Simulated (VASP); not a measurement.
Here is a VASP 6.6.1 calculation.

The input INCAR:

```
SYSTEM = MoSe
PREC     = Accurate       ! precision mode
ENCUT    = 520            ! plane-wave cutoff, eV
EDIFF    = 1E-6           ! SCF threshold, eV
ISMEAR   = 0              ! smearing method
SIGMA    = 0.1            ! smearing width, eV
LREAL    = .FALSE.        ! projectors in reciprocal space
LASPH    = .TRUE.         ! aspherical terms in the spheres
NELM     = 150            ! most SCF steps
ALGO     = Normal         ! electronic algorithm
ISIF     = 2              ! what is computed and relaxed
LWAVE    = .FALSE.        ! write WAVECAR
LCHARG   = .FALSE.        ! write CHGCAR
ISPIN    = 2              ! spin polarisation
MAGMOM   = 3.5 0          ! initial moments
LORBIT   = 11             ! projections on sites
LMAXMIX  = 4              ! l up to which the mixer works
GGA      = PS             ! functional
NBANDS   = 21             ! bands
```

KPOINTS

```
regular mesh
0
G
  14 14 14
  0 0 0
```

POSCAR

```
MoSe
1.0
    0.0000000000      2.5042719588      2.5042719588
    2.5042719588      0.0000000000      2.5042719588
    2.5042719588      2.5042719588      0.0000000000
Mo Se
1 1
Direct
    0.0000000000      0.0000000000      0.0000000000
    0.5000000000      0.5000000000      0.5000000000
```

Potentials or basis: VASP PAW PBE potentials, release 64 (Mo_sv, Se).

Run with:

```bash
$ cat potpaw_PBE.64/Mo_sv/POTCAR potpaw_PBE.64/Se/POTCAR > POTCAR
$ mpirun -np 1 vasp_std > vasp.out
```

**Question.** Predict the band gap on the k mesh.

**Answer.** Zero (filled and empty bands overlap).

**Question.** Predict the pressure.

**Answer.** 16.7 GPa.

**Question.** Estimate the net moment.

**Answer.** 0.00 μB per cell.

Caveat: the cell stands under pressure; the PAW data sets were made with another functional, which shifts forces and pressure a little.
